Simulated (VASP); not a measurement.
# LiCaVF6 (P1) in VASP: notebook, part 2 of 2

VASP 6.6.1. The steps go on from the part before.

## (3) Single point, LDA, collinear spin, ferromagnetic start

Input file INCAR:

```
PREC = Accurate
ENCUT = 520
EDIFF = 1E-6
ISMEAR = -1
SIGMA = 0.05
LREAL = Auto
LASPH = T
NELM = 150
ALGO = Normal
ISIF = 2
LWAVE = F
LCHARG = T
ISPIN = 2
MAGMOM = 0 0 0 0 1.5 1.5 0 0 0 0 0 0 0 0 0 0 0 0
LORBIT = 11
LMAXMIX = 4
GGA = CA
LELF = T
LVHAR = T
NBANDS = 87
```

Input file KPOINTS:

```
regular mesh
0
Gamma
  2 2 1
```

Input file POSCAR:

```
LiCaVF6
1.0
    5.2610980000      0.0000000000      0.0000000000
   -2.6305490000      4.5562440000      0.0000000000
    0.0000000000      0.0000000000      9.9954350000
Li Ca V F
2 2 2 12
Direct
    0.3162005168      0.7509694389      0.7326144385
    0.5781649413      0.2497890807      0.2083751232
   -0.0337087292     -0.0704966635      0.4864020425
   -0.0007406255      0.0176022180      0.0031114204
    0.6332779062      0.3312377476      0.7596867970
    0.3466940507      0.6890544053      0.2503442822
    0.6731898616      0.0684335606      0.6471054036
    0.3872734150      0.9852633002      0.3607746936
    0.9850609783      0.6275124862      0.6661440948
    0.6554117178      0.6602368091      0.8456360328
    0.0303872238      0.4272378740      0.3770321152
    0.2856735154      0.3213611914      0.1592026760
    0.3510261061      0.2815696438      0.6295373838
    0.9609580568      0.3508372247      0.8944483157
    0.6825528374      0.6700036258      0.2834193809
    0.0923946153      0.7374495308      0.1323003951
    0.3671482456      0.0133443248      0.8784510129
    0.6634655490      0.9975321778      0.1240266182
```

Potentials or basis: VASP PAW LDA potentials, release 64 (Li_sv, Ca_sv, V_sv, F).

Launch:

```
$ cat potpaw_LDA.64/Li_sv/POTCAR potpaw_LDA.64/Ca_sv/POTCAR potpaw_LDA.64/V_sv/POTCAR potpaw_LDA.64/F/POTCAR > POTCAR
$ mpirun -np 1 vasp_std > vasp.out
```

OUTCAR:

```text
PREC = Accurate
   ENCUT = 520
   EDIFF = 1E-6
   ISMEAR = -1
   LREAL = Auto
   LASPH = T
   NELM = 150
   ISIF = 2
   ISPIN = 2
   LORBIT = 11
   GGA = CA

 ion  position               nearest neighbor table
   1  0.316  0.751  0.733-   9 1.66  17 1.93   7 1.98   5 2.66
   2  0.578  0.250  0.208-  18 1.81  12 1.83   8 1.97  15 2.13   6 2.60
   3  0.966  0.930  0.486-  13 2.41   8 2.43   9 2.43  15 2.48
   4  0.999  0.018  0.003-  18 2.10  14 2.16  16 2.19  12 2.20  17 2.31  10 2.43
   5  0.633  0.331  0.760-   7 1.87  10 1.88  13 1.89  17 1.96   9 1.96  14 2.15   1 2.66
   6  0.347  0.689  0.250-   8 1.83  15 1.85  16 1.89  11 1.99  12 2.01  18 2.07   2 2.60
   7  0.673  0.068  0.647-   5 1.87   1 1.98
[... 922 lines left out ...]
      5.21090      0.08020      0.03110         0.241910     -0.248202     -0.929544
      2.46040      1.50920      7.59340         1.776675      0.598599      1.686602
      0.01140      3.13950      2.50230        -0.389892     -2.048435     -1.738293
[... 10 lines left out ...]
      1.89650      0.06080      8.78050        -0.279315      0.516841     -0.881995
      0.86650      4.54500      1.23970        -1.316406     -0.295584      0.931041
 -----------------------------------------------------------------------------------
    total drift:                               -0.001605      0.007443     -0.003235

  FREE ENERGIE OF THE ION-ELECTRON SYSTEM (eV)
  ---------------------------------------------------
  free  energy   TOTEN  =      -111.7496254635 eV

  energy  without entropy=     -111.6233769866  energy(sigma->0) =     -111.68650123

 total charge

# of ion       s       p       d       tot
------------------------------------------
    1        2.020   0.077   0.000   2.097
    2        2.017   0.070   0.000   2.088
    3        2.004   5.830   0.138   7.972
    4        2.028   5.878   0.275   8.181
    5        2.218   6.238   2.964  11.419
    6        2.223   6.245   3.010  11.478
[... 10 lines left out ...]
   17        1.727   4.349   0.000   6.076
   18        1.727   4.376   0.000   6.103
--------------------------------------------------
tot         33.236  76.566   6.386 116.188

 magnetization (x)

# of ion       s       p       d       tot
------------------------------------------
    1        0.000   0.000   0.000   0.000
    2        0.000   0.000   0.000   0.001
    3        0.001   0.000   0.008   0.009
    4        0.000   0.000   0.003   0.004
    5        0.009   0.011   1.785   1.805
    6        0.009   0.010   1.791   1.810
[... 10 lines left out ...]
   17       -0.000   0.012   0.000   0.012
   18       -0.000   0.004   0.000   0.004
--------------------------------------------------
tot          0.017   0.122   3.587   3.726
```

OSZICAR:

```text
N       E                     dE             d eps       ncg     rms          rms(c)
DAV:   1     0.163824453375E+04    0.16382E+04   -0.74339E+04  1400   0.161E+03
[... 24 lines left out ...]
DAV:  26    -0.111749664896E+03    0.23456E-04   -0.73112E-04  1793   0.112E-01    0.153E-01
DAV:  27    -0.111749639269E+03    0.25627E-04   -0.17684E-04  1584   0.525E-02    0.666E-02
DAV:  28    -0.111749638655E+03    0.61373E-06   -0.94163E-05  1960   0.338E-02    0.690E-02
DAV:  29    -0.111749637313E+03    0.13422E-05   -0.33122E-05  1680   0.273E-02    0.552E-02
DAV:  30    -0.111749630239E+03    0.70740E-05   -0.38816E-05  1625   0.232E-02    0.667E-02
DAV:  31    -0.111749625020E+03    0.52192E-05   -0.26920E-05  1560   0.225E-02    0.302E-02
DAV:  32    -0.111749625463E+03   -0.44351E-06   -0.37950E-06  1122   0.898E-03
   1 F= -.11174963E+03 E0= -.11168650E+03  d E =-.126248E+00  mag=     4.0026
```

stdout:

```text
POSCAR found type information on POSCAR LiCaV F
 POSCAR found :  4 types and      18 ions
 scaLAPACK will be used
 LDA part: xc-table for (Slater(with rela. corr.)+CA(PZ))
 , standard interpolation
 POSCAR, INCAR and KPOINTS ok, starting setup
 FFT: planning ... GRIDC
 FFT: planning ... GRID_SOFT
 FFT: planning ... GRID
 WAVECAR not read
 entering main loop
```

Run time: 12 min. Hardware: 1 thread of AMD EPYC 9R14 (Zen 4), shared host; peak memory 0.34 GiB.

Results:

```yaml
Free_energy: -111.7496 eV
Largest_force: 2.715 eV/Å
Band_gap_on_the_k_mesh: zero (filled and empty bands touch)
Net_moment: 4.00 μB per cell
Site_moments: Li +0.00; Ca +0.01, +0.00; V +1.80, +1.81; F +0.01, +0.02, -0.00, +0.00 (each value once) μB
Valence_electrons_inside_the_program's_atomic_spheres: Li 2.10, 2.09; Ca 7.97, 8.18; V 11.42, 11.48; F 6.08, 6.09, 6.11, 6.07, 6.04, 6.10, 6.06 (each value once)
```

Forces on the atoms (eV/Å):
```
Li   1.044 -0.142  0.967
Li   0.065  0.787  0.158
Ca   0.307  0.569  0.217
Ca   0.242 -0.248 -0.930
V    1.777  0.599  1.687
V   -0.390 -2.048 -1.738
F    0.651 -1.267 -0.461
F   -0.662  1.143  0.910
F   -1.159  0.316 -1.333
F   -0.290 -0.162  0.142
F    0.722  0.131 -0.324
F   -0.284  0.286 -0.213
F   -0.724  0.009 -0.399
F   -1.005  0.174 -1.235
F    0.708  0.183  2.015
F    0.594 -0.549  0.489
F   -0.279  0.517 -0.882
F   -1.316 -0.296  0.931
```

Levels at points of the mesh, in eV from the Fermi level:
Spin up:
```
           k point  band 66  band 67  band 68  band 69  band 70  band 71  band 72  band 73  band 74  band 75
(0.00, 0.00, 0.00)    -4.06    -0.19    -0.11    -0.07    -0.01     0.00     0.07     1.73     1.83     1.98
(0.50, 0.00, 0.00)    -4.10    -0.19    -0.14    -0.10    -0.02    -0.01     0.13     1.69     1.85     2.14
(0.00, 0.50, 0.00)    -4.10    -0.19    -0.11    -0.08    -0.05     0.00     0.07     1.73     1.85     2.08
(0.50, 0.50, 0.00)    -4.09    -0.19    -0.13    -0.09    -0.05     0.01     0.15     1.74     1.80     2.06
```
Spin down:
| k point | band 63 | band 64 | band 65 | band 66 | band 67 | band 68 | band 69 | band 70 |
| --- | --- | --- | --- | --- | --- | --- | --- | --- |
| (0.00, 0.00, 0.00) | -4.61 | -4.47 | -4.11 | -4.04 | 1.13 | 1.48 | 1.56 | 1.67 |
| (0.50, 0.00, 0.00) | -4.72 | -4.47 | -4.16 | -4.08 | 1.24 | 1.47 | 1.58 | 1.62 |
| (0.00, 0.50, 0.00) | -4.65 | -4.46 | -4.21 | -4.08 | 1.15 | 1.44 | 1.53 | 1.65 |
| (0.50, 0.50, 0.00) | -4.66 | -4.52 | -4.11 | -4.07 | 1.26 | 1.47 | 1.55 | 1.63 |

Caveat: the k points lie up to 0.69 Å⁻¹ apart; semilocal functionals often make such compounds metallic where correlation or magnetic order opens a gap, which also shifts bond lengths; forces of over 1 eV/Å act on the atoms, so gaps and moduli don't describe the material at rest. With open d or f shells a metallic result of LDA can be an artefact of self-interaction; +U or a hybrid may open a gap.

## (4) Single point, LDA, collinear spin, ferromagnetic start

Input file INCAR:

```
PREC = Accurate ; ENCUT = 520
EDIFF = 1E-6 ; ISMEAR = -1
SIGMA = 0.05 ; LREAL = Auto
LASPH = True ; NELM = 150
ALGO = Normal ; ISIF = 2
LWAVE = False ; LCHARG = True
ISPIN = 2 ; MAGMOM = 0 0 0 0 1.5 1.5 0 0 0 0 0 0 0 0 0 0 0 0
LORBIT = 11 ; LMAXMIX = 4
LELF = True ; LVHAR = True
NBANDS = 87
```

KPOINTS is that of step 3.

Input file POSCAR:

```
LiCaVF6
1.0
    5.2610980000      0.0000000000      0.0000000000
   -2.6305490000      4.5562440000      0.0000000000
    0.0000000000      0.0000000000      9.9954350000
Li Ca V F
2 2 2 12
Direct
    0.3442874608      0.7444948076      0.7801361321
    0.6433289274      0.3167082360      0.2380586738
   -0.0037662959     -0.0471440950      0.4767876536
   -0.0222933624      0.0004609060     -0.0058326626
    0.6464386184      0.3062390864      0.7563652808
    0.3449184897      0.6658115764      0.2367180618
    0.6881526812      0.0554404022      0.6408825629
    0.4054112196      1.0295980637      0.3524008710
    0.9748198317      0.6695646677      0.6329789549
    0.6426794161      0.6358746371      0.8476069326
    0.0236703776      0.4136521222      0.3638060775
    0.2476887771      0.2684667459      0.1778912073
    0.3033932057      0.2571635760      0.6459548784
    0.9298709189      0.3515395576      0.8915169775
    0.7066708885      0.6833040548      0.2927536420
    0.1055388596      0.7489502318      0.1486578623
    0.3075136331     -0.0030946543      0.8679162037
    0.6572118649      1.0107228673      0.1411744461
```

Launch:

```
$ cat potpaw_LDA.64/Li_sv/POTCAR potpaw_LDA.64/Ca_sv/POTCAR potpaw_LDA.64/V_sv/POTCAR potpaw_LDA.64/F/POTCAR > POTCAR
$ mpirun -np 1 vasp_std > vasp.out
```

Wall time 11 min (1 thread of AMD EPYC 9R14 (Zen 4), shared host); peak memory 0.34 GiB.

Results (log left out):

```yaml
Free_energy: -111.7384 eV
Largest_force: 2.687 eV/Å
Band_gap_on_the_k_mesh: 0.09 eV
Net_moment: 4.00 μB per cell
Site_moments: Li +0.00; Ca +0.00, +0.01; V +1.90, +1.72; F +0.02, +0.00, -0.00, +0.01 (each value once) μB
Valence_electrons_inside_the_program's_atomic_spheres: Li 2.08, 2.09; Ca 8.06, 8.12; V 11.33, 11.40; F 6.06, 6.07, 6.08, 6.04, 6.05, 6.09, 6.10, 6.11 (each value once)
```

Forces on the atoms (eV/Å):
```
Li   0.389 -1.388 -0.871
Li   0.205 -0.143  0.278
Ca   0.148  0.777 -0.016
Ca  -0.211 -0.125  0.636
V   -1.310  1.830 -1.468
V    0.637  0.024  2.426
F    0.018 -0.572  0.301
F    0.150 -1.221  0.264
F   -0.088 -1.415  1.115
F   -0.407 -0.027  0.378
F    0.781  0.488 -0.627
F   -0.028  1.398 -0.891
F    1.039  0.499  0.340
F    0.109 -0.017 -0.476
F   -0.748 -0.254  0.899
F   -1.241 -0.499 -1.558
F    0.728  0.956 -0.035
F   -0.171 -0.311 -0.697
```

Levels at points of the mesh, in eV from the valence-band top:
Spin up:
```
           k point  band 67  band 68  band 69  band 70  band 71  band 72  band 73  band 74
(0.00, 0.00, 0.00)    -0.17    -0.11    -0.03    -0.02     0.11     0.14     1.59     1.73
(0.50, 0.00, 0.00)    -0.15    -0.12    -0.03    -0.01     0.10     0.13     1.57     1.67
(0.00, 0.50, 0.00)    -0.16    -0.10    -0.04    -0.02     0.10     0.12     1.58     1.63
(0.50, 0.50, 0.00)    -0.15    -0.12    -0.04     0.00     0.09     0.13     1.56     1.70
```
Spin down:
| k point | band 64 | band 65 | band 66 | band 67 | band 68 | band 69 |
| --- | --- | --- | --- | --- | --- | --- |
| (0.00, 0.00, 0.00) | -3.96 | -3.86 | -3.58 | 1.27 | 1.44 | 1.55 |
| (0.50, 0.00, 0.00) | -3.99 | -3.95 | -3.66 | 1.26 | 1.42 | 1.61 |
| (0.00, 0.50, 0.00) | -3.93 | -3.91 | -3.72 | 1.24 | 1.43 | 1.60 |
| (0.50, 0.50, 0.00) | -3.95 | -3.89 | -3.64 | 1.26 | 1.40 | 1.61 |

Caveat: the k points lie up to 0.69 Å⁻¹ apart; forces of over 1 eV/Å act on the atoms, so gaps and moduli don't describe the material at rest. A k mesh can miss the band edges.

## (5) Overview

| cell | gap on the mesh (eV) | moment (μB) | largest force (eV/Å) |
| --- | --- | --- | --- |
| as given, atomic positions A | 0.01 | 4.00 | 2.60 |
| as given, atomic positions B | none | 4.00 | 2.71 |
| as given, atomic positions C | 0.09 | 4.00 | 2.69 |

Alike in all rows: task single point; level LDA; potentials or basis VASP PAW LDA potentials, release 64 (Li_sv, Ca_sv, V_sv, F); spin collinear, ferromagnetic start; k mesh 2 × 2 × 1; cutoff (eV) 520; smearing fermi-dirac 0.05 eV.

Caveats: all runs use coarse meshes; forces of over 1 eV/Å act on the atoms, so gaps and moduli don't describe the material at rest; semilocal functionals often make such compounds metallic where correlation or magnetic order opens a gap, which also shifts bond lengths (at least some runs).

Absolute energies hang on the potentials; compare differences alone.
